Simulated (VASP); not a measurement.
A run of VASP 6.6.1:

Contents of POSCAR:

```
La
1.0
   -2.2053320648      2.2053320648      2.2053320648
    2.2053320648     -2.2053320648      2.2053320648
    2.2053320648      2.2053320648     -2.2053320648
La
1
Direct
    0.0000000000      0.0000000000      0.0000000000
```

INCAR.step1

```
SYSTEM = La
  ALGO = Normal
  EDIFF = 1E-4
  ENCUT = 520
  GGA = PE
  ISMEAR = -1
  ISPIN = 2
  LASPH = .TRUE.
  LCHARG = .FALSE.
  LMAXMIX = 6
  LREAL = .FALSE.
  LWAVE = .TRUE.
  MAGMOM = 0.333
  NBANDS = 16
  NELM = 150
  PREC = Accurate
  SIGMA = 0.05
```

The input INCAR.step2:

```
SYSTEM = La
  ALGO = Normal
  EDIFF = 1E-6
  ENCUT = 520
  ISIF = 2
  ISMEAR = -1
  ISPIN = 2
  ISTART = 1
  LASPH = .TRUE.
  LCHARG = .FALSE.
  LMAXMIX = 6
  LMIXTAU = .TRUE.
  LORBIT = 11
  LREAL = .FALSE.
  LWAVE = .FALSE.
  MAGMOM = 0.333
  METAGGA = R2SCAN
  NBANDS = 16
  NELM = 150
  PREC = Accurate
  SIGMA = 0.05
```

KPOINTS

```
k-points
0
G
  17 17 17
  0 0 0
```

Potentials or basis: VASP PAW PBE potentials, release 64 (La).

Command:

```bash
$ cat potpaw_PBE.64/La/POTCAR > POTCAR
$ cp INCAR.step1 INCAR
$ mpirun -np 1 vasp_std > vasp.out
$ cp INCAR.step2 INCAR
$ mpirun -np 1 vasp_std > vasp.out
```

Hardware: 1 thread of Intel(R) Xeon(R) 6975P-C (Granite Rapids), on a shared host.

Q: How long does it take, and how much memory?

A: It took 7.2 min on 1 thread of Intel(R) Xeon(R) 6975P-C (Granite Rapids), with other jobs on the host, peak memory 0.33 GiB. Counts: k points 165.
